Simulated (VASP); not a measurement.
# CdTe (F-43m) in VASP: a series of runs

The runs below take CdTe through single point, with r2SCAN.

All numbers are computed with VASP 6.6.1; they aren't measurements. Logs are shortened: lines on timing, memory, paths and dates and some standing lists are left out, and cuts for length are marked.

**1. The cell of the first run**

It takes space group F-43m (No. 216, cubic). Conventional cell: a = 6.189 Å, b = 6.189 Å, c = 6.189 Å, α = 90.00°, β = 90.00°, γ = 90.00°. Cd (site symmetry -43m) has 4 Te at 2.68 Å within 3.5 Å. Te (site symmetry -43m) has 4 Cd at 2.68 Å within 3.5 Å.

**2. Single point, r2SCAN**

Input file POSCAR:

```
CdTe
1.0
    0.0000000000      3.0943934777      3.0943934777
    3.0943934777      0.0000000000      3.0943934777
    3.0943934777      3.0943934777      0.0000000000
Cd Te
1 1
Direct
    0.0000000000      0.0000000000      0.0000000000
    0.2500000000      0.2500000000      0.2500000000
```

Input file INCAR.step1:

```
  PREC = Accurate
  ENCUT = 520
  ISMEAR = 0
  SIGMA = 0.01
  LREAL = F
  LASPH = T
  NELM = 60
  NBANDS = 16
  GGA = PE
  ALGO = Normal
  EDIFF = 1E-4
  LWAVE = T
  LCHARG = F
```

Input file INCAR.step2:

```
  PREC = Accurate
  ENCUT = 520
  EDIFF = 1E-6
  ISMEAR = 0
  SIGMA = 0.01
  LREAL = F
  LASPH = T
  NELM = 60
  ALGO = Normal
  ISIF = 2
  LWAVE = F
  LCHARG = F
  METAGGA = R2SCAN
  LMIXTAU = T
  NBANDS = 16
  ISTART = 1
```

Input file KPOINTS:

```
regular mesh
0
Gamma
  5 5 5
```

Potentials or basis: VASP PAW PBE potentials, release 64 (Cd, Te).

On the command line:

```
$ cat potpaw_PBE.64/Cd/POTCAR potpaw_PBE.64/Te/POTCAR > POTCAR
$ cp INCAR.step1 INCAR
$ mpirun -np 1 vasp_std > vasp.out
$ cp INCAR.step2 INCAR
$ mpirun -np 1 vasp_std > vasp.out
```

OUTCAR:

```text
PREC = Accurate
   ENCUT = 520
   EDIFF = 1E-6
   ISMEAR = 0
   LREAL = F
   LASPH = T
   NELM = 60
   ISIF = 2
   METAGGA = R2SCAN
   ISTART = 1

 ion  position               nearest neighbor table
   1  0.000  0.000  0.000-   2 2.68   2 2.68   2 2.68   2 2.68
   2  0.250  0.250  0.250-   1 2.68   1 2.68   1 2.68   1 2.68

  LATTYP: Found a face centered cubic cell.
 ALAT       =     6.1887869554

  Lattice vectors:

 A1 = (   0.0000000000,   3.0943934777,   3.0943934777)
 A2 = (   3.0943934777,   0.0000000000,   3.0943934777)
 A3 = (   3.0943934777,   3.0943934777,   0.0000000000)

Analysis of symmetry for initial positions (statically):
=====================================================================
 Subroutine PRICEL returns:
 Original cell was already a primitive cell.

 Routine SETGRP: Setting up the symmetry group for a
 face centered cubic supercell.

 Subroutine GETGRP returns: Found 24 space group operations
 (whereof 24 operations were pure point group operations)
 out of a pool of 48 trial point group operations.

The static configuration has the point symmetry T_d .

Analysis of symmetry for dynamics (positions and initial velocities):
=====================================================================
 Subroutine PRICEL returns:
 Original cell was already a primitive cell.

 Routine SETGRP: Setting up the symmetry group for a
 face centered cubic supercell.

 Subroutine GETGRP returns: Found 24 space group operations
 (whereof 24 operations were pure point group operations)
 out of a pool of 48 trial point group operations.

The dynamic configuration has the point symmetry T_d .

 Subroutine INISYM returns: Found 24 space group operations
 (whereof 24 operations are pure point group operations),
 and found     1 'primitive' translations

----------------------------------------------------------------------------------------

                                     Primitive cell

  volume of cell :      59.2593

  direct lattice vectors                    reciprocal lattice vectors
     0.000000000  3.094393478  3.094393478    -0.161582554  0.161582554  0.161582554
     3.094393478  0.000000000  3.094393478     0.161582554 -0.161582554  0.161582554
     3.094393478  3.094393478  0.000000000     0.161582554  0.161582554 -0.161582554

[... 64 lines left out ...]
   LSORBIT =      F    spin-orbit coupling
   LASPH  =      T    aspherical Exc in radial PAW
   ENCUT  =  520.0 eV  38.22 Ry    6.18 a.u.   8.14  8.14  8.14*2*pi/ulx,y,z
   NELM   =     60;   NELMIN=  2; NELMDL=  0     # of ELM steps
   EDIFF  = 0.1E-05   stopping-criterion for ELM
   LREAL  =      F    real-space projection
   EDIFFG = 0.1E-04   stopping-criterion for IOM
   NSW    =      0    number of steps for IOM
   IBRION =     -1    ionic relax: 0-MD 1-quasi-New 2-CG
   NFREE  =      0    steps in history (QN), initial steepest desc. (CG)
   ISIF   =      2    stress and relaxation
   ISYM   =      2    0-nonsym 1-usesym 2-fastsym
   POTIM  = 0.5000    time-step for ionic-motion
   TEBEG  =    0.0;   TEEND  =   0.0 temperature during run
   PSTRESS=    0.0 pullay stress
   NELECT =      18.0000    total number of electrons
   NUPDOWN=      -1.0000    fix difference up-down
   EMIN   =  10.00;   EMAX   =-10.00  energy-range for DOS
   EFERMI =   0.00;   METHOD = LEGACY
   ISMEAR =     0;   SIGMA  =   0.01  broadening in eV -4-tet -1-fermi 0-gaus
   EFERMI_NEDOS =   21; number of points for ismear=-14 and -15
   IALGO  =     38    algorithm
   IMIX   =      4    mixing-type and parameters
     AMIX     =   0.40;   BMIX     =  1.00
     AMIX_MAG =   1.60;   BMIX_MAG =  1.00
  volume/ion in A,a.u.               =      29.63       199.95
  Fermi-wavevector in a.u.,A,eV,Ry     =   1.100475  2.079596 16.477267  1.211045
  Thomas-Fermi vector in A             =   2.236887
   LORBIT       =      0    0 simple, 1 ext, 2 COOP (PROOUT), +10 PAW based schemes
   METAGGA = R2SCAN    functional components
   LHFCALC =     F    Hartree Fock is set to
   AEXX    =    0.0000 exact exchange contribution
   IVDW    =     0    specifies the selected vdW correction
   LEPSILON=     F    determine dielectric tensor
   LRPA    =     F    only Hartree local field effects (RPA)
 non-spin polarized calculation
 Gauss-broadening in eV      SIGMA  =   0.01
  energy-cutoff  :      520.00
  volume of cell :       59.26
 maximum number of plane-waves:      1639
 NGX is ok and might be reduce to    36
   NGX = 17   NGY = 17   NGZ = 17

 number of electron      17.9999999 magnetization

 Free energy of the ion-electron system (eV)
  ---------------------------------------------------
  ext. energy  EPLUGINS =         0.00000000
  ---------------------------------------------------
  free energy    TOTEN  =       -46.30334824 eV

  energy without entropy =      -46.30334824  energy(sigma->0) =      -46.30334824

 E-fermi :   3.6277     XC(G=0):  -9.7662

 val. band max:        3.5085003586   @ k =   0.0000   0.0000   0.0000
 cond. band min:       5.2436568274   @ k =   0.0000   0.0000   0.0000
 fundamental gap:      1.7351564688
 Fermi energy:         3.6277127482

 k-point     1 :       0.0000    0.0000    0.0000
  band No.  band energies     occupation
      1      -8.9629      2.00000
      2      -5.6590      2.00000
      3      -5.6590      2.00000
      4      -5.6590      2.00000
      5      -5.2472      2.00000
      6      -5.2472      2.00000
[... 167 lines left out ...]
      3      -5.4754      2.00000
      4      -5.3093      2.00000
      5      -5.2378      2.00000
      6      -4.5561      2.00000
[... 8 lines left out ...]
     15      14.6313      0.00000
     16      16.6586      0.00000

------------------------ aborting loop because EDIFF is reached ----------------------------------------

  FORCE on cell =-STRESS in cart. coord.  units (eV):
  Direction    XX          YY          ZZ          XY          YZ          ZX
  --------------------------------------------------------------------------------------
  -------------------------------------------------------------------------------------
  Total        3.9985135      3.9985135      3.9985135     -0.0000000     -0.0000000     -0.0000000
  in kB      108.1066824    108.1066824    108.1066824     -0.0000000     -0.0000000     -0.0000000
  external PRESSURE =     108.1066824 kB  Pullay stress =       0.0000000 kB

 VOLUME and BASIS-vectors are now :
 -----------------------------------------------------------------------------
  energy-cutoff  :      520.00
  volume of cell :       59.26
      direct lattice vectors                 reciprocal lattice vectors
     0.000000000  3.094393478  3.094393478    -0.161582554  0.161582554  0.161582554
     3.094393478  0.000000000  3.094393478     0.161582554 -0.161582554  0.161582554
     3.094393478  3.094393478  0.000000000     0.161582554  0.161582554 -0.161582554

 POSITION                                       TOTAL-FORCE (eV/Angst)
 -----------------------------------------------------------------------------------
      0.00000      0.00000      0.00000        -0.000000     -0.000000     -0.000000
      1.54720      1.54720      1.54720         0.000000      0.000000      0.000000
 -----------------------------------------------------------------------------------
    total drift:                               -0.000001     -0.000001     -0.000002

  FREE ENERGIE OF THE ION-ELECTRON SYSTEM (eV)
  ---------------------------------------------------
  free  energy   TOTEN  =       -46.3033482446 eV

  energy  without entropy=      -46.3033482446  energy(sigma->0) =      -46.30334824
```

OSZICAR.step1:

```text
N       E                     dE             d eps       ncg     rms          rms(c)
DAV:   1     0.103740078892E+03    0.10374E+03   -0.84651E+03   320   0.997E+02
DAV:   2    -0.120525683575E+01   -0.10495E+03   -0.10036E+03   376   0.244E+02
DAV:   3    -0.459413781316E+01   -0.33889E+01   -0.33847E+01   368   0.456E+01
DAV:   4    -0.462393825809E+01   -0.29800E-01   -0.29799E-01   472   0.385E+00
DAV:   5    -0.462411869558E+01   -0.18044E-03   -0.18044E-03   400   0.227E-01    0.756E+00
DAV:   6    -0.440513780066E+01    0.21898E+00   -0.37497E-01   384   0.834E+00    0.585E+00
DAV:   7    -0.438668087522E+01    0.18457E-01   -0.13309E-01   384   0.248E+00    0.197E+00
DAV:   8    -0.438730572417E+01   -0.62485E-03   -0.14310E-02   344   0.144E+00    0.573E-01
DAV:   9    -0.438755444873E+01   -0.24872E-03   -0.10389E-03   392   0.361E-01    0.160E-01
DAV:  10    -0.438762021149E+01   -0.65763E-04   -0.11470E-04   304   0.992E-02
   1 F= -.43876202E+01 E0= -.43876202E+01  d E =-.126066E-41
```

Wall time 26 s (1 thread of Intel Xeon 6975P-C (Granite Rapids), shared host); peak memory 0.21 GiB.

Results:

```yaml
Free_energy: -46.3033 eV
Pressure: 10.8 GPa
Band_gap_on_the_k_mesh: 1.74 eV, direct
```

Caveat: the PAW data sets were made with another functional, which shifts forces and pressure a little; spin-orbit coupling is left out, which moves the levels of the heavy elements. r2SCAN opens gaps a little over a GGA but as a rule still falls short of measured ones.

**3. Single point, r2SCAN**

This run uses another cell than the first one, of 30.45 Å³/atom, 1.028 times its volume.

Input file POSCAR:

```
CdTe
1.0
    0.0000000000      3.1227839945      3.1227839945
    3.1227839945      0.0000000000      3.1227839945
    3.1227839945      3.1227839945      0.0000000000
Cd Te
1 1
Direct
    0.0000000000      0.0000000000      0.0000000000
    0.2500000000      0.2500000000      0.2500000000
```

Input file INCAR.step1:

```
  ALGO = Normal
  EDIFF = 1E-4
  ENCUT = 520
  GGA = PE
  ISMEAR = 0
  LASPH = True
  LCHARG = False
  LREAL = False
  LWAVE = True
  NBANDS = 16
  NELM = 80
  PREC = Accurate
  SIGMA = 0.01
```

Input file INCAR.step2:

```
  ALGO = Normal
  EDIFF = 1E-7
  ENCUT = 520
  ISIF = 2
  ISMEAR = 0
  ISTART = 1
  LASPH = True
  LCHARG = False
  LMIXTAU = True
  LREAL = False
  LWAVE = False
  METAGGA = R2SCAN
  NBANDS = 16
  NELM = 80
  PREC = Accurate
  SIGMA = 0.01
```

Input file KPOINTS:

```
k-points
0
Gamma
  5 5 5
```

Potentials or basis: VASP PAW PBE potentials, release 64 (Cd, Te).

On the command line:

```
$ cat potpaw_PBE.64/Cd/POTCAR potpaw_PBE.64/Te/POTCAR > POTCAR
$ cp INCAR.step1 INCAR
$ mpirun -np 1 vasp_std > vasp.out
$ cp INCAR.step2 INCAR
$ mpirun -np 1 vasp_std > vasp.out
```

OUTCAR:

```text
EDIFF = 1E-7
   ENCUT = 520
   ISIF = 2
   ISMEAR = 0
   ISTART = 1
   LASPH = True
   LREAL = False
   METAGGA = R2SCAN
   NELM = 80
   PREC = Accurate

 ion  position               nearest neighbor table
   1  0.000  0.000  0.000-   2 2.70   2 2.70   2 2.70   2 2.70
   2  0.250  0.250  0.250-   1 2.70   1 2.70   1 2.70   1 2.70

  LATTYP: Found a face centered cubic cell.
 ALAT       =     6.2455679890

  Lattice vectors:

[... 360 lines left out ...]

------------------------ aborting loop because EDIFF is reached ----------------------------------------

  FORCE on cell =-STRESS in cart. coord.  units (eV):
  Direction    XX          YY          ZZ          XY          YZ          ZX
  --------------------------------------------------------------------------------------
  -------------------------------------------------------------------------------------
  Total        3.2599357      3.2599357      3.2599357      0.0000000     -0.0000000      0.0000000
  in kB       85.7558566     85.7558566     85.7558566      0.0000000     -0.0000000      0.0000000
  external PRESSURE =      85.7558566 kB  Pullay stress =       0.0000000 kB

 VOLUME and BASIS-vectors are now :
 -----------------------------------------------------------------------------
  energy-cutoff  :      520.00
  volume of cell :       60.91
      direct lattice vectors                 reciprocal lattice vectors
     0.000000000  3.122783995  3.122783995    -0.160113540  0.160113540  0.160113540
     3.122783995  0.000000000  3.122783995     0.160113540 -0.160113540  0.160113540
     3.122783995  3.122783995  0.000000000     0.160113540  0.160113540 -0.160113540

 POSITION                                       TOTAL-FORCE (eV/Angst)
 -----------------------------------------------------------------------------------
      0.00000      0.00000      0.00000        -0.000000      0.000000      0.000000
      1.56139      1.56139      1.56139         0.000000     -0.000000     -0.000000
 -----------------------------------------------------------------------------------
    total drift:                               -0.000002     -0.000002     -0.000002

  FREE ENERGIE OF THE ION-ELECTRON SYSTEM (eV)
  ---------------------------------------------------
  free  energy   TOTEN  =       -46.4026123950 eV

  energy  without entropy=      -46.4026123950  energy(sigma->0) =      -46.40261240
```

OUTCAR.step1:

```text
EDIFF = 1E-4
   ENCUT = 520
   GGA = PE
   ISMEAR = 0
   LASPH = True
[... 394 lines left out ...]
 -----------------------------------------------------------------------------------
      0.00000      0.00000      0.00000        -0.000000     -0.000000     -0.000000
      1.56139      1.56139      1.56139         0.000000      0.000000      0.000000
 -----------------------------------------------------------------------------------
    total drift:                               -0.000000     -0.000000     -0.000000

  FREE ENERGIE OF THE ION-ELECTRON SYSTEM (eV)
  ---------------------------------------------------
  free  energy   TOTEN  =        -4.4969668259 eV

  energy  without entropy=       -4.4969668259  energy(sigma->0) =       -4.49696683
```

It took 25 s on 1 thread of Intel Xeon 6975P-C (Granite Rapids), shared host; peak memory 0.21 GiB.

What came out:

| Property | Result |
| --- | --- |
| Free energy | -46.4026 eV |
| Pressure | 8.6 GPa |
| Band gap on the k mesh | 1.64 eV, direct |

Levels at points of the mesh, in eV from the valence-band top:
```csv
k point,band 6,band 7,band 8,band 9,band 10,band 11,band 12,band 13
"(0.00, 0.00, 0.00)",-8.64,0.00,0.00,0.00,1.64,4.91,4.91,4.91
```

Caveat: the PAW data sets were made with another functional, which shifts forces and pressure a little; spin-orbit coupling is left out, which moves the levels of the heavy elements.

**4. Single point, r2SCAN**

This run uses another cell than the first one, of 31.28 Å³/atom, 1.056 times its volume.

Input file POSCAR:

```
CdTe
1.0
    0.0000000000      3.1506674698      3.1506674698
    3.1506674698      0.0000000000      3.1506674698
    3.1506674698      3.1506674698      0.0000000000
Cd Te
1 1
Direct
    0.0000000000      0.0000000000      0.0000000000
    0.2500000000      0.2500000000      0.2500000000
```

Input file INCAR.step1:

```
SYSTEM = CdTe
PREC = Accurate ; ENCUT = 520
ISMEAR = 0 ; SIGMA = 0.01
LREAL = .False. ; LASPH = .True.
NELM = 80 ; NBANDS = 16
GGA = PE ; ALGO = Normal
EDIFF = 1E-4 ; LWAVE = .True.
LCHARG = .False.
```

Input file INCAR.step2:

```
SYSTEM = CdTe
PREC = Accurate ; ENCUT = 520
EDIFF = 1E-6 ; ISMEAR = 0
SIGMA = 0.01 ; LREAL = .False.
LASPH = .True. ; NELM = 80
ALGO = Normal ; ISIF = 2
LWAVE = .False. ; LCHARG = .False.
METAGGA = R2SCAN ; LMIXTAU = .True.
NBANDS = 16 ; ISTART = 1
```

Input file KPOINTS:

```
regular mesh
0
Gamma
  5 5 5
  0 0 0
```

On the command line:

```
$ cat potpaw_PBE.64/Cd/POTCAR potpaw_PBE.64/Te/POTCAR > POTCAR
$ cp INCAR.step1 INCAR
$ mpirun -np 1 vasp_std > vasp.out
$ cp INCAR.step2 INCAR
$ mpirun -np 1 vasp_std > vasp.out
```

Run time: 23 s. Hardware: 1 thread of Intel Xeon 6975P-C (Granite Rapids), shared host; peak memory 0.21 GiB.

The run converged. Its results:

```yaml
Free_energy: -46.4805 eV
Pressure: 6.6 GPa
Band_gap_on_the_k_mesh: 1.55 eV, direct
```

Levels at points of the mesh, in eV from the valence-band top:
| k point | band 5 | band 6 | band 7 | band 8 | band 9 | band 10 | band 11 | band 12 | band 13 | band 14 |
| --- | --- | --- | --- | --- | --- | --- | --- | --- | --- | --- |
| (0.00, 0.00, 0.00) | -8.55 | -8.55 | 0.00 | 0.00 | 0.00 | 1.55 | 4.94 | 4.94 | 4.94 | 8.08 |

Caveat: the PAW data sets were made with another functional, which shifts forces and pressure a little; spin-orbit coupling is left out, which moves the levels of the heavy elements.

(Continued in part 2 of 2.)
